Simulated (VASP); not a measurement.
Set up this calculation in VASP 6.6.1, as the native input.

| Item | Value |
| --- | --- |
| Task | single point |
| Functional | PBE |
| Potentials or basis | VASP PAW PBE potentials, release 64 (H) |
| Cutoff | 500 eV |
| k mesh | 8 × 8 × 8 |
| Occupations | gaussian, width 0.01 eV |
| Spin | no spin polarisation |
| Dipole correction | no |
| Further INCAR settings | ALGO = Normal; EDIFF = 1e-06; NBANDS = 8 |

The structure of H lies in POSCAR:

```
H
1.0
   -1.0781701337      1.0781701337      1.5335401499
    1.0781701337     -1.0781701337      1.5335401499
    1.0781701337      1.0781701337     -1.5335401499
H
2
Direct
    0.8797266364      0.8797266364      0.0000000000
    0.1202733636      0.1202733636      0.0000000000
```

These files were run (other wordings do the same):

INCAR

```
PREC = Accurate
ENCUT = 500
EDIFF = 1E-6
ISMEAR = 0
SIGMA = 0.01
LREAL = F
LASPH = T
NELM = 120
ALGO = Normal
ISIF = 2
LWAVE = F
LCHARG = T
GGA = PE
LELF = T
LVHAR = T
NBANDS = 8
GGA_COMPAT = F
```

KPOINTS

```
regular mesh
0
Gamma
  8 8 8
```

Potentials or basis: VASP PAW PBE potentials, release 64 (H).

Command:

```bash
$ cat potpaw_PBE.64/H/POTCAR > POTCAR
$ mpirun -np 1 vasp_std > vasp.out
```

It gave:

| Quantity | Value |
| --- | --- |
| Pressure | 31.0 GPa |
| Largest force | 0.009 eV/Å |
| Band gap on the k mesh | 5.18 eV, indirect (least direct gap 5.62 eV) |

Caveat: the k points lie up to 0.52 Å⁻¹ apart.

Wall time 3.9 s on 1 thread of AMD EPYC 9R45 (Zen 5), with other jobs on the host, peak memory 0.07 GiB.
